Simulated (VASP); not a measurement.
# InAs (F-43m) in VASP: single point with PBE-based global hybrid with 20 % exact exchange

Aim: the single point of InAs with PBE-based global hybrid with 20 % exact exchange.

Everything below comes from runs of VASP 6.6.1. Logs are shortened: lines on timing, memory, paths and dates and some standing lists are left out, and cuts for length are marked.

### Step 1. The cell of the first run

It takes space group F-43m (No. 216, cubic). The conventional cell has a = 6.109 Å, b = 6.109 Å, c = 6.109 Å, α = 90.00°, β = 90.00°, γ = 90.00°. Within 3.5 Å of In (site symmetry -43m) lie 4 As at 2.65 Å. As (site symmetry -43m) has 4 In at 2.65 Å within 3.5 Å.

### Step 2. Single point, PBE-based global hybrid with 20 % exact exchange

The input, POSCAR:

```
InAs
1.0
    0.0000000000      3.0545915924      3.0545915924
    3.0545915924      0.0000000000      3.0545915924
    3.0545915924      3.0545915924      0.0000000000
In As
1 1
Direct
    0.0000000000      0.0000000000      0.0000000000
    0.2500000000      0.2500000000      0.2500000000
```

The input, INCAR.step1:

```
SYSTEM = InAs
ALGO = Normal
EDIFF = 1E-5
ENCUT = 400
GGA = PE
GGA_COMPAT = .False.
ISIF = 2
ISMEAR = -1
LASPH = .True.
LCHARG = .False.
LREAL = .False.
LWAVE = .True.
NBANDS = 21
NELM = 120
PREC = Accurate
SIGMA = 0.02
```

The input, INCAR.step2:

```
SYSTEM = InAs
AEXX = 0.2
ALGO = Normal
EDIFF = 1E-6
ENCUT = 400
GGA = PE
GGA_COMPAT = .False.
ISIF = 2
ISMEAR = -1
ISTART = 1
LASPH = .True.
LCHARG = .False.
LHFCALC = .True.
LREAL = .False.
LWAVE = .False.
NBANDS = 21
NELM = 120
PREC = Accurate
PRECFOCK = Normal
SIGMA = 0.02
```

The input, KPOINTS:

```
k-points
0
Gamma
  4 4 4
  0 0 0
```

Potentials or basis: VASP PAW PBE potentials, release 64 (In_d, As_d).

Run with:

```bash
cat potpaw_PBE.64/In_d/POTCAR potpaw_PBE.64/As_d/POTCAR > POTCAR
cp INCAR.step1 INCAR
mpirun -np 1 vasp_std > vasp.out
cp INCAR.step2 INCAR
mpirun -np 1 vasp_std > vasp.out
```

OUTCAR:

```text
SYSTEM = InAs
   AEXX = 0.2
   EDIFF = 1E-6
   ENCUT = 400
   GGA = PE
   ISIF = 2
   ISMEAR = -1
   ISTART = 1
   LASPH = .True.
   LHFCALC = .True.
   LREAL = .False.
   NELM = 120
   PREC = Accurate
   PRECFOCK = Normal

 ion  position               nearest neighbor table
   1  0.000  0.000  0.000-   2 2.65   2 2.65   2 2.65   2 2.65
   2  0.250  0.250  0.250-   1 2.65   1 2.65   1 2.65   1 2.65

  LATTYP: Found a face centered cubic cell.
 ALAT       =     6.1091831848

  Lattice vectors:

 A1 = (   0.0000000000,   3.0545915924,   3.0545915924)
 A2 = (   3.0545915924,   0.0000000000,   3.0545915924)
 A3 = (   3.0545915924,   3.0545915924,   0.0000000000)

Analysis of symmetry for initial positions (statically):
=====================================================================
 Subroutine PRICEL returns:
 Original cell was already a primitive cell.

 Routine SETGRP: Setting up the symmetry group for a
 face centered cubic supercell.

 Subroutine GETGRP returns: Found 24 space group operations
 (whereof 24 operations were pure point group operations)
 out of a pool of 48 trial point group operations.

The static configuration has the point symmetry T_d .

Analysis of symmetry for dynamics (positions and initial velocities):
=====================================================================
 Subroutine PRICEL returns:
 Original cell was already a primitive cell.

 Routine SETGRP: Setting up the symmetry group for a
 face centered cubic supercell.

 Subroutine GETGRP returns: Found 24 space group operations
 (whereof 24 operations were pure point group operations)
 out of a pool of 48 trial point group operations.

The dynamic configuration has the point symmetry T_d .

 Subroutine INISYM returns: Found 24 space group operations
 (whereof 24 operations are pure point group operations),
 and found     1 'primitive' translations

----------------------------------------------------------------------------------------

                                     Primitive cell

  volume of cell :      57.0019

[... 69 lines left out ...]
   ENCUT  =  400.0 eV  29.40 Ry    5.42 a.u.   7.04  7.04  7.04*2*pi/ulx,y,z
   NELM   =    120;   NELMIN=  2; NELMDL=  0     # of ELM steps
   EDIFF  = 0.1E-05   stopping-criterion for ELM
   LREAL  =      F    real-space projection
   EDIFFG = 0.1E-04   stopping-criterion for IOM
   NSW    =      0    number of steps for IOM
   IBRION =     -1    ionic relax: 0-MD 1-quasi-New 2-CG
   NFREE  =      0    steps in history (QN), initial steepest desc. (CG)
   ISIF   =      2    stress and relaxation
   ISYM   =      3    0-nonsym 1-usesym 2-fastsym
   POTIM  = 0.5000    time-step for ionic-motion
   TEBEG  =    0.0;   TEEND  =   0.0 temperature during run
   PSTRESS=    0.0 pullay stress
   NELECT =      28.0000    total number of electrons
   NUPDOWN=      -1.0000    fix difference up-down
   EMIN   =  10.00;   EMAX   =-10.00  energy-range for DOS
   EFERMI =   0.00;   METHOD = LEGACY
   ISMEAR =    -1;   SIGMA  =   0.02  broadening in eV -4-tet -1-fermi 0-gaus
   EFERMI_NEDOS =   21; number of points for ismear=-14 and -15
   IALGO  =     38    algorithm
   IMIX   =      1    mixing-type and parameters
     AMIX     =   0.40;   BMIX     =  1.00
     AMIX_MAG =   1.60;   BMIX_MAG =  1.00
  volume/ion in A,a.u.               =      28.50       192.33
  Fermi-wavevector in a.u.,A,eV,Ry     =   1.291708  2.440974 22.701452  1.668510
  Thomas-Fermi vector in A             =   2.423461
   LORBIT       =      0    0 simple, 1 ext, 2 COOP (PROOUT), +10 PAW based schemes
   GGA     = PE    functional components
   LHFCALC =     T    Hartree Fock is set to
   PRECFOCK=normal    Normal, Fast or Accurate (Low or Medium for compatibility)
   ENCUT4O =  -1.0   cutoff for four orbital integrals eV
   NKREDX  =     1    reduce k-point grid by
   NKREDY  =     1    reduce k-point grid by
   NKREDZ  =     1    reduce k-point grid by
   AEXX    =    0.2000 exact exchange contribution
   HFSCREEN=    0.0000 screening length (either q_TF or 0.3 A-1)
   HFSCREENC=   0.0000 screening length for correlation (either q_TF or 0.3 A-1)
   ENCUTFOCK=  -1.0 apply spherical cutoff to Coloumb kernel
   IVDW    =     0    specifies the selected vdW correction
   LEPSILON=     F    determine dielectric tensor
   LRPA    =     F    only Hartree local field effects (RPA)
 non-spin polarized calculation
  energy-cutoff  :      400.00
  volume of cell :       57.00
 maximum number of plane-waves:      1056
  NGX = 24; NGY = 24; NGZ = 24

 number of electron      27.9999986 magnetization

 Free energy of the ion-electron system (eV)
  ---------------------------------------------------
  ext. energy  EPLUGINS =         0.00000000
  ---------------------------------------------------
  free energy    TOTEN  =        -9.54138419 eV

  energy without entropy =       -9.54138419  energy(sigma->0) =       -9.54138419

 E-fermi :   3.3998     XC(G=0):  -7.6662

 val. band max:        2.9991002245   @ k =   0.0000   0.0000   0.0000
 cond. band min:       3.7719017058   @ k =   0.0000   0.0000   0.0000
 fundamental gap:      0.7728014813
 Fermi energy:         3.3998329422

 k-point     1 :       0.0000    0.0000    0.0000
  band No.  band energies     occupation
      1     -34.7350      2.00000
      2     -34.7350      2.00000
      3     -34.7350      2.00000
      4     -34.7272      2.00000
      5     -34.7272      2.00000
      6     -12.8159      2.00000
[... 181 lines left out ...]
     20      16.0424      0.00000
     21      16.0741      0.00000

------------------------ aborting loop because EDIFF is reached ----------------------------------------

  FORCE on cell =-STRESS in cart. coord.  units (eV):
  Direction    XX          YY          ZZ          XY          YZ          ZX
  --------------------------------------------------------------------------------------
  -------------------------------------------------------------------------------------
  Total        0.0981921      0.0981921      0.0981921      0.0000000      0.0000000     -0.0000000
  in kB        2.7599261      2.7599261      2.7599261      0.0000000      0.0000000     -0.0000000
  external PRESSURE =       2.7599261 kB  Pullay stress =       0.0000000 kB

 VOLUME and BASIS-vectors are now :
 -----------------------------------------------------------------------------
  energy-cutoff  :      400.00
  volume of cell :       57.00
      direct lattice vectors                 reciprocal lattice vectors
     0.000000000  3.054591592  3.054591592    -0.163688004  0.163688004  0.163688004
     3.054591592  0.000000000  3.054591592     0.163688004 -0.163688004  0.163688004
     3.054591592  3.054591592  0.000000000     0.163688004  0.163688004 -0.163688004

 POSITION                                       TOTAL-FORCE (eV/Angst)
 -----------------------------------------------------------------------------------
      0.00000      0.00000      0.00000        -0.000000     -0.000000     -0.000000
      1.52730      1.52730      1.52730         0.000000      0.000000      0.000000
 -----------------------------------------------------------------------------------
    total drift:                               -0.000007      0.000003     -0.000007

  FREE ENERGIE OF THE ION-ELECTRON SYSTEM (eV)
  ---------------------------------------------------
  free  energy   TOTEN  =        -9.5413841864 eV

  energy  without entropy=       -9.5413841862  energy(sigma->0) =       -9.54138419
```

Run time: 15 min. Hardware: 1 thread of Intel Xeon Platinum 8259CL at 2.50GHz (Skylake/Cascade Lake), shared host; peak memory 0.16 GiB.

Results:

| Quantity | Value |
| --- | --- |
| Free energy | -9.5414 eV |
| Pressure | 0.3 GPa |
| Band gap on the k mesh | 0.77 eV |

Levels at points of the mesh, in eV from the valence-band top:
| k point | band 12 | band 13 | band 14 | band 15 | band 16 | band 17 |
| --- | --- | --- | --- | --- | --- | --- |
| (0.00, 0.00, 0.00) | 0.00 | 0.00 | 0.00 | 0.77 | 5.06 | 5.06 |
| (0.50, 0.00, 0.00) | -6.06 | -1.02 | -1.02 | 1.99 | 5.85 | 5.85 |
| (0.50, 0.50, 0.00) | -6.16 | -2.41 | -2.41 | 2.59 | 3.15 | 10.48 |

Caveat: the k points lie up to 0.45 Å⁻¹ apart; the PAW data sets were made with another functional, which shifts forces and pressure a little; spin-orbit coupling is left out, which moves the levels of the heavy elements.
